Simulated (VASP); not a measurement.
# Pt2Se (P4/nmm) in VASP: a series of runs

The runs below take Pt2Se through single point, relaxation of cell and atoms, with PBE.

Everything below comes from runs of VASP 6.6.1. Logs are shortened: lines on timing, memory, paths and dates and some standing lists are left out, and cuts for length are marked.

## (1) The cell of the first run

The structure is tetragonal, space group P4/nmm (No. 129). The conventional cell has a = 3.809 Å, b = 3.809 Å, c = 7.275 Å, α = 90.00°, β = 90.00°, γ = 90.00°. Pt (site symmetry -4m2) has 8 Pt at 2.69 to 2.82 Å and 4 Se at 3.30 Å within 3.6 Å. Within 3.3 Å of Pt (site symmetry 4mm) lie 5 Se at 2.50 to 2.76 Å and 4 Pt at 2.82 Å. Within 3.3 Å of Se (site symmetry 4mm) lie 5 Pt at 2.50 to 2.76 Å and 4 Se at 3.29 Å.

## (2) Single point, PBE

The input, INCAR:

```
  PREC = Accurate
  ENCUT = 520
  EDIFF = 1E-7
  ISMEAR = 0
  SIGMA = 0.1
  LREAL = F
  LASPH = T
  NELM = 60
  ALGO = Normal
  ISIF = 2
  LWAVE = F
  LCHARG = F
  GGA = PE
  NBANDS = 35
```

The input, KPOINTS:

```
regular mesh
0
Gamma
  4 4 2
```

The input, POSCAR:

```
Pt2Se
1.0
    3.8093035261      0.0000000000      0.0000000000
    0.0000000000      3.8093035261      0.0000000000
    0.0000000000      0.0000000000      7.2751673130
Pt Se
4 2
Direct
    0.0000000000      0.0000000000      0.0000000000
    0.5000000000      0.5000000000      0.0000000000
    0.5000000000      0.0000000000      0.7146009195
    0.0000000000      0.5000000000      0.2853990805
    0.5000000000      0.0000000000      0.3705178557
    0.0000000000      0.5000000000      0.6294821443
```

Potentials or basis: VASP PAW PBE potentials, release 64 (Pt, Se).

Started as:

```console
$ cat potpaw_PBE.64/Pt/POTCAR potpaw_PBE.64/Se/POTCAR > POTCAR
$ mpirun -np 1 vasp_std > vasp.out
```

OUTCAR:

```text
PREC = Accurate
   ENCUT = 520
   EDIFF = 1E-7
   ISMEAR = 0
   LREAL = F
   LASPH = T
   NELM = 60
   ISIF = 2
   GGA = PE

 ion  position               nearest neighbor table
   1  0.000  0.000  0.000-   2 2.69   2 2.69   2 2.69   2 2.69   4 2.82   4 2.82   3 2.82   3 2.82

   2  0.500  0.500  0.000-   1 2.69   1 2.69   1 2.69   1 2.69   3 2.82   4 2.82   4 2.82   3 2.82

   3  0.500  0.000  0.715-   5 2.50   6 2.76   6 2.76   6 2.76   6 2.76   1 2.82   1 2.82   2 2.82
                             2 2.82
   4  0.000  0.500  0.285-   6 2.50   5 2.76   5 2.76   5 2.76   5 2.76   1 2.82   2 2.82   2 2.82
                             1 2.82
   5  0.500  0.000  0.371-   3 2.50   4 2.76   4 2.76   4 2.76   4 2.76
   6  0.000  0.500  0.629-   4 2.50   3 2.76   3 2.76   3 2.76   3 2.76

  LATTYP: Found a simple tetragonal cell.
 ALAT       =     3.8093035261
 C/A-ratio  =     1.9098418551

  Lattice vectors:

 A1 = (   3.8093035261,   0.0000000000,   0.0000000000)
 A2 = (   0.0000000000,   3.8093035261,   0.0000000000)
 A3 = (   0.0000000000,   0.0000000000,   7.2751673130)

Analysis of symmetry for initial positions (statically):
=====================================================================
 Subroutine PRICEL returns:
 Original cell was already a primitive cell.

 Routine SETGRP: Setting up the symmetry group for a
 simple tetragonal supercell.

 Subroutine GETGRP returns: Found 16 space group operations
 (whereof  8 operations were pure point group operations)
 out of a pool of 16 trial point group operations.

The static configuration has the point symmetry D_2d.
 The point group associated with its full space group is D_4h.

Analysis of symmetry for dynamics (positions and initial velocities):
=====================================================================
 Subroutine PRICEL returns:
 Original cell was already a primitive cell.

 Routine SETGRP: Setting up the symmetry group for a
 simple tetragonal supercell.

 Subroutine GETGRP returns: Found 16 space group operations
 (whereof  8 operations were pure point group operations)
 out of a pool of 16 trial point group operations.

The dynamic configuration has the point symmetry D_2d.
 The point group associated with its full space group is D_4h.

 Subroutine INISYM returns: Found 16 space group operations
 (whereof  8 operations are pure point group operations),
 and found     1 'primitive' translations

----------------------------------------------------------------------------------------

                                     Primitive cell

  volume of cell :     105.5684

  direct lattice vectors                    reciprocal lattice vectors
     3.809303526  0.000000000  0.000000000     0.262515180  0.000000000  0.000000000
     0.000000000  3.809303526  0.000000000     0.000000000  0.262515180  0.000000000
     0.000000000  0.000000000  7.275167313     0.000000000  0.000000000  0.137453883

  length of vectors
     3.809303526  3.809303526  7.275167313     0.262515180  0.262515180  0.137453883

  position of ions in fractional coordinates (direct lattice)
     0.000000000  0.000000000  0.000000000
     0.500000000  0.500000000  0.000000000
     0.500000000  0.000000000  0.714600920
     0.000000000  0.500000000  0.285399080
     0.500000000  0.000000000  0.370517856
     0.000000000  0.500000000  0.629482144

  ion indices of the primitive-cell ions
   primitive index   ion index
                 1           1
                 2           2
                 3           3
                 4           4
                 5           5
                 6           6

----------------------------------------------------------------------------------------

 KPOINTS: regular mesh

Automatic generation of k-mesh.
 Grid dimensions read from file:
 generate k-points for:    4    4    2

 Generating k-lattice:

  Cartesian coordinates                     Fractional coordinates (reciprocal lattice)
     0.065628795  0.000000000  0.000000000     0.250000000  0.000000000  0.000000000
     0.000000000  0.065628795  0.000000000     0.000000000  0.250000000  0.000000000
     0.000000000  0.000000000  0.068726942     0.000000000  0.000000000  0.500000000

  Length of vectors
     0.065628795  0.065628795  0.068726942

  Shift w.r.t. Gamma in fractional coordinates (k-lattice)
     0.000000000  0.000000000  0.000000000

 Subroutine IBZKPT returns following result:
 ===========================================

 Found     12 irreducible k-points:

 Following reciprocal coordinates:
            Coordinates               Weight
  0.000000  0.000000  0.000000      1.000000
  0.250000  0.000000  0.000000      4.000000
  0.500000  0.000000  0.000000      2.000000
  0.250000  0.250000  0.000000      4.000000
  0.500000  0.250000  0.000000      4.000000
  0.500000  0.500000  0.000000      1.000000
  0.000000  0.000000  0.500000      1.000000
  0.250000  0.000000  0.500000      4.000000
  0.500000  0.000000  0.500000      2.000000
  0.250000  0.250000  0.500000      4.000000
  0.500000  0.250000  0.500000      4.000000
  0.500000  0.500000  0.500000      1.000000
   k-points           NKPTS =     12   k-points in BZ     NKDIM =     12   number of bands    NBANDS=     35
   number of dos      NEDOS =    301   number of ions     NIONS =      6
   total plane-waves  NPLWV =  42336
   dimension x,y,z NGX =    28 NGY =   28 NGZ =   54
   dimension x,y,z NGXF=    56 NGYF=   56 NGZF=  108
   ions per type =               4   2
   NGX,Y,Z   is equivalent  to a cutoff of  12.22, 12.22, 12.34 a.u.
   NGXF,Y,Z  is equivalent  to a cutoff of  24.44, 24.44, 24.68 a.u.
 SYSTEM =  unknown system
   PREC   = accura    normal or accurate (medium, high low for compatibility)
   ISTART =      0    job   : 0-new  1-cont  2-samecut
   ICHARG =      2    charge: 1-file 2-atom 10-const
   ISPIN  =      1    spin polarized calculation?
   LNONCOLLINEAR =      F non collinear calculations
   LSORBIT =      F    spin-orbit coupling
   LASPH  =      T    aspherical Exc in radial PAW
   ENCUT  =  520.0 eV  38.22 Ry    6.18 a.u.   7.08  7.08 13.53*2*pi/ulx,y,z
   NELM   =     60;   NELMIN=  2; NELMDL= -5     # of ELM steps
   EDIFF  = 0.1E-06   stopping-criterion for ELM
   LREAL  =      F    real-space projection
   EDIFFG = 0.1E-05   stopping-criterion for IOM
   NSW    =      0    number of steps for IOM
   IBRION =     -1    ionic relax: 0-MD 1-quasi-New 2-CG
   NFREE  =      0    steps in history (QN), initial steepest desc. (CG)
   ISIF   =      2    stress and relaxation
   ISYM   =      2    0-nonsym 1-usesym 2-fastsym
   POTIM  = 0.5000    time-step for ionic-motion
   TEBEG  =    0.0;   TEEND  =   0.0 temperature during run
   PSTRESS=    0.0 pullay stress
   NELECT =      52.0000    total number of electrons
   NUPDOWN=      -1.0000    fix difference up-down
   EMIN   =  10.00;   EMAX   =-10.00  energy-range for DOS
   EFERMI =   0.00;   METHOD = LEGACY
   ISMEAR =     0;   SIGMA  =   0.10  broadening in eV -4-tet -1-fermi 0-gaus
   EFERMI_NEDOS =   21; number of points for ismear=-14 and -15
   IALGO  =     38    algorithm
   IMIX   =      4    mixing-type and parameters
     AMIX     =   0.40;   BMIX     =  1.00
     AMIX_MAG =   1.60;   BMIX_MAG =  1.00
  volume/ion in A,a.u.               =      17.59       118.74
  Fermi-wavevector in a.u.,A,eV,Ry     =   1.292899  2.443225 22.743329  1.671588
  Thomas-Fermi vector in A             =   2.424578
   LORBIT       =      0    0 simple, 1 ext, 2 COOP (PROOUT), +10 PAW based schemes
   GGA     = PE    functional components
   LHFCALC =     F    Hartree Fock is set to
   AEXX    =    0.0000 exact exchange contribution
   IVDW    =     0    specifies the selected vdW correction
   LEPSILON=     F    determine dielectric tensor
   LRPA    =     F    only Hartree local field effects (RPA)
 non-spin polarized calculation
 Gauss-broadening in eV      SIGMA  =   0.10
  energy-cutoff  :      520.00
  volume of cell :      105.57
 maximum number of plane-waves:      2876
   NGX = 15   NGY = 15   NGZ = 27

 number of electron      51.9999991 magnetization

 Free energy of the ion-electron system (eV)
  ---------------------------------------------------
  ext. energy  EPLUGINS =         0.00000000
  ---------------------------------------------------
  free energy    TOTEN  =       -30.53211614 eV

  energy without entropy =      -30.51121516  energy(sigma->0) =      -30.52166565

 E-fermi :   8.5439     XC(G=0): -12.0588

 val. band max:        8.5348651004   @ k =   0.0000   0.0000   0.5000
 cond. band min:       8.5483558292   @ k =   0.2500   0.2500   0.5000
 fundamental gap:      0.0134907287
 Fermi energy:         8.5439079510

 k-point     1 :       0.0000    0.0000    0.0000
  band No.  band energies     occupation
      1      -6.8835      2.00000
      2      -5.1462      2.00000
      3       0.8043      2.00000
      4       2.2926      2.00000
      5       2.5248      2.00000
      6       3.2518      2.00000
[... 27 lines left out ...]
     34      14.9501      0.00000
     35      14.9501      0.00000

 k-point     2 :       0.2500    0.0000    0.0000
  band No.  band energies     occupation
      1      -6.4673      2.00000
      2      -5.1121      2.00000
      3       1.4689      2.00000
      4       1.6399      2.00000
      5       2.5257      2.00000
      6       3.2133      2.00000
[... 27 lines left out ...]
     34      14.6432      0.00000
     35      15.7644      0.00000

 k-point     3 :       0.5000    0.0000    0.0000
  band No.  band energies     occupation
      1      -5.5599      2.00000
      2      -5.5599      2.00000
      3       1.3718      2.00000
      4       1.3718      2.00000
      5       2.7715      2.00000
      6       2.7715      2.00000
[... 27 lines left out ...]
     34      15.7992      0.00000
     35      16.2164      0.00000

 k-point     4 :       0.2500    0.2500    0.0000
  band No.  band energies     occupation
      1      -6.1379      2.00000
      2      -5.1245      2.00000
      3       1.8354      2.00000
      4       1.9687      2.00000
      5       2.0518      2.00000
      6       2.4716      2.00000
[... 27 lines left out ...]
     34      15.0271      0.00000
     35      15.3488      0.00000

 k-point     5 :       0.5000    0.2500    0.0000
  band No.  band energies     occupation
      1      -5.4649      2.00000
      2      -5.4649      2.00000
      3       1.5053      2.00000
      4       1.5053      2.00000
      5       2.8490      2.00000
      6       2.8490      2.00000
[... 27 lines left out ...]
     34      13.4422      0.00000
     35      16.2793      0.00000

 k-point     6 :       0.5000    0.5000    0.0000
  band No.  band energies     occupation
      1      -5.3664      2.00000
      2      -5.3664      2.00000
      3       1.9249      2.00000
      4       1.9249      2.00000
      5       2.2488      2.00000
      6       2.2488      2.00000
[... 27 lines left out ...]
     34      14.5428      0.00000
     35      14.9397      0.00000

 k-point     7 :       0.0000    0.0000    0.5000
  band No.  band energies     occupation
      1      -6.8306      2.00000
      2      -5.2202      2.00000
      3       0.4884      2.00000
      4       1.8215      2.00000
      5       3.2574      2.00000
      6       3.4563      2.00000
[... 27 lines left out ...]
     34      14.7993      0.00000
     35      17.4137      0.00000

 k-point     8 :       0.2500    0.0000    0.5000
  band No.  band energies     occupation
      1      -6.4289      2.00000
      2      -5.1492      2.00000
      3       0.5894      2.00000
      4       2.1415      2.00000
      5       2.6985      2.00000
      6       3.2184      2.00000
[... 27 lines left out ...]
     34      15.3444      0.00000
     35      16.4322      0.00000

 k-point     9 :       0.5000    0.0000    0.5000
  band No.  band energies     occupation
      1      -5.5511      2.00000
      2      -5.5511      2.00000
      3       1.0211      2.00000
      4       1.0211      2.00000
      5       2.9897      2.00000
      6       2.9897      2.00000
[... 27 lines left out ...]
     34      13.9082      0.00000
     35      15.2487      0.00000

 k-point    10 :       0.2500    0.2500    0.5000
  band No.  band energies     occupation
      1      -6.1133      2.00000
      2      -5.1439      2.00000
      3       0.9678      2.00000
      4       2.1710      2.00000
      5       2.5390      2.00000
      6       2.9798      2.00000
[... 27 lines left out ...]
     34      15.0640      0.00000
     35      15.5816      0.00000

 k-point    11 :       0.5000    0.2500    0.5000
  band No.  band energies     occupation
      1      -5.4633      2.00000
      2      -5.4633      2.00000
      3       1.4833      2.00000
      4       1.4833      2.00000
      5       2.7774      2.00000
      6       2.7774      2.00000
[... 27 lines left out ...]
     34      14.8272      0.00000
     35      15.3690      0.00000

 k-point    12 :       0.5000    0.5000    0.5000
  band No.  band energies     occupation
      1      -5.3717      2.00000
      2      -5.3717      2.00000
      3       1.9390      2.00000
      4       1.9390      2.00000
      5       2.8077      2.00000
      6       2.8077      2.00000
[... 27 lines left out ...]
     34      13.0903      0.00000
     35      14.6412      0.00000

------------------------ aborting loop because EDIFF is reached ----------------------------------------

  FORCE on cell =-STRESS in cart. coord.  units (eV):
  Direction    XX          YY          ZZ          XY          YZ          ZX
  --------------------------------------------------------------------------------------
  -------------------------------------------------------------------------------------
  Total       -0.1957783     -0.1957783     -0.1273342      0.0000000      0.0000000     -0.0000000
  in kB       -2.9712620     -2.9712620     -1.9325088      0.0000000      0.0000000     -0.0000000
  external PRESSURE =      -2.6250110 kB  Pullay stress =       0.0000000 kB

 VOLUME and BASIS-vectors are now :
 -----------------------------------------------------------------------------
  energy-cutoff  :      520.00
  volume of cell :      105.57
      direct lattice vectors                 reciprocal lattice vectors
     3.809303526  0.000000000  0.000000000     0.262515180  0.000000000  0.000000000
     0.000000000  3.809303526  0.000000000     0.000000000  0.262515180  0.000000000
     0.000000000  0.000000000  7.275167313     0.000000000  0.000000000  0.137453883

 POSITION                                       TOTAL-FORCE (eV/Angst)
 -----------------------------------------------------------------------------------
      0.00000      0.00000      0.00000         0.000000     -0.000000      0.000000
      1.90465      1.90465      0.00000        -0.000000      0.000000      0.000000
      1.90465      0.00000      5.19884         0.000000      0.000000      0.014687
      0.00000      1.90465      2.07633        -0.000000      0.000000     -0.014687
      1.90465      0.00000      2.69558         0.000000     -0.000000     -0.025662
      0.00000      1.90465      4.57959         0.000000      0.000000      0.025662
 -----------------------------------------------------------------------------------
    total drift:                                0.000000      0.000000      0.000000

  FREE ENERGIE OF THE ION-ELECTRON SYSTEM (eV)
  ---------------------------------------------------
  free  energy   TOTEN  =       -30.5321161358 eV

  energy  without entropy=      -30.5112151567  energy(sigma->0) =      -30.52166565
```

It took 26 s on 1 thread of Intel Xeon 6975P-C (Granite Rapids), shared host; peak memory 0.2 GiB.

What came out:

```
Free energy            : -30.5321 eV
Pressure               : -0.3 GPa
Largest force          : 0.026 eV/Å
Band gap on the k mesh : zero (band 26 reaches 8.80 eV, above the bottom of band 27 at 8.05 eV)
```

Forces on the atoms (eV/Å):
```
Pt   0.000  0.000  0.000
Pt   0.000  0.000  0.000
Pt   0.000  0.000  0.015
Pt   0.000  0.000 -0.015
Se   0.000  0.000 -0.026
Se   0.000  0.000  0.026
```

Stress tensor (GPa, compression positive):
```
-0.30  0.00  0.00
 0.00 -0.30  0.00
 0.00  0.00 -0.19
```

Caveat: the k points lie up to 0.43 Å⁻¹ apart; spin-orbit coupling is left out, which moves the levels of the heavy elements.

(Part 1 of 2 ends here.)
